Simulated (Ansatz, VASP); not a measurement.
## PbS in VASP and in Ansatz

```
CELL_PARAMETERS angstrom
0.00000 2.95187 2.95187
2.95187 0.00000 2.95187
2.95187 2.95187 0.00000
ATOMIC_POSITIONS crystal
Pb 0.00000 0.00000 0.00000
S 0.50000 0.50000 0.50000
```

Alike in both runs: functional PBEsol; k mesh 10 × 10 × 10; occupations gaussian, width 0.01 eV; no spin polarisation.

Ansatz relaxed the structure, and its values are those at the end. VASP's run is a single point on that final structure, the one shown.

|  | VASP | Ansatz |
| --- | --- | --- |
| version | VASP 6.6.1 | Ansatz 0.2.0 |
| potentials or method | VASP PAW PBE potentials, release 64 (Pb_d, S), cutoff 520 eV | scalar-relativistic, plane waves, PAW |
| valence electrons in the cell | 20 | 20 |

```csv
,VASP,Ansatz,Ansatz less VASP
gap on the k mesh at the Fermi level (eV),0.20,0.20,+0.002
least direct gap on the mesh (eV),0.20,0.20,+0.002
pressure (GPa),-0.1,0.0,+0.06
```

VASP's potentials were made for PBE, not for PBEsol, and Ansatz warns of the same on its side.

Neither program's run includes spin-orbit coupling.
